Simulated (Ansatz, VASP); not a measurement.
FeO in VASP and in Ansatz

INCAR

```
ALGO = Normal
EDIFF = 1E-7
EDIFFG = -0.01
ENCUT = 600
GGA = LIBXC
GGA_COMPAT = False
IBRION = 2
ISIF = 3
ISMEAR = -1
ISPIN = 2
LASPH = True
LCHARG = False
LIBXC1 = GGA_X_B88
LIBXC2 = GGA_C_PBE
LMAXMIX = 4
LORBIT = 11
LREAL = False
LWAVE = False
MAGMOM = 3 0
NELM = 200
NELMIN = 4
NSW = 60
PREC = Accurate
SIGMA = 0.05
```

Contents of KPOINTS:

```
k-points
0
Gamma
  11 11 11
```

POSCAR

```
FeO
1.0
    0.0000000000      2.1554000000      2.1554000000
    2.1554000000      0.0000000000      2.1554000000
    2.1554000000      2.1554000000      0.0000000000
Fe O
1 1
Direct
    0.0000000000      0.0000000000      0.0000000000
    0.5000000000      0.5000000000      0.5000000000
```

Contents of input.yaml:

```yaml
crystal:
  lattice:
    - [0.0, 2.1554, 2.1554]
    - [2.1554, 0.0, 2.1554]
    - [2.1554, 2.1554, 0.0]
  atoms:
    - { symbol: Fe, position: [0.0, 0.0, 0.0], spin: 3.0 }
    - { symbol: O, position: [0.5, 0.5, 0.5] }
hamiltonian:
  xc: { exchange: b88, correlation: pbe }
  pseudopotentials: { kind: paw }
magnetization:
  spin_polarized: true
kpoints:
  mp_grid: { grid: [11, 11, 11] }
scf:
  occupations: { method: fermi_dirac, width: 0.05 }
output:
  forces: true
  stress: true
relax:
  f_tol: 0.01
  max_steps: 40
  cell: { stress_tol: 0.05 }
```

Alike in both runs: task relaxation of cell and atoms; functional b88 exchange, pbe correlation; k mesh 11 × 11 × 11; occupations fermi-dirac, width 0.05 eV; collinear spin.

```csv
,VASP,Ansatz
version,VASP 6.6.1,Ansatz 0.2.0
potentials or method,"VASP PAW PBE potentials, release 64 (Fe, O)",Ansatz PAW
plane-wave cutoff (eV),600,420
valence electrons in the cell,14,22
```

Ansatz gave:

| Quantity | Value |
| --- | --- |
| net moment per atom (μB) | 2.00 |
| size of the moment on the site where the two differ most (μB) | 3.45 |
| relaxed volume (Å³/atom) | 9.98 |
| relaxed cell length with the largest relative difference (Å) | 3.045 |

Question: What did VASP give for the same quantities?

Answer: net moment per atom (μB): 2.00; size of the moment on the site where the two differ most (μB): 3.62; relaxed volume (Å³/atom): 9.98; relaxed cell length with the largest relative difference (Å): 3.045.

VASP's potentials were made for PBE, not for b88 exchange, pbe correlation. Site moments also hang on the region over which each program counts them. VASP's potentials hold 14 valence electrons a cell and Ansatz's 22, so a difference there can come from the potentials and not from the codes.

Noted on Ansatz's run: the plane-wave basis is chosen anew once the cell has moved, so the energies of steps on either side of that aren't comparable.
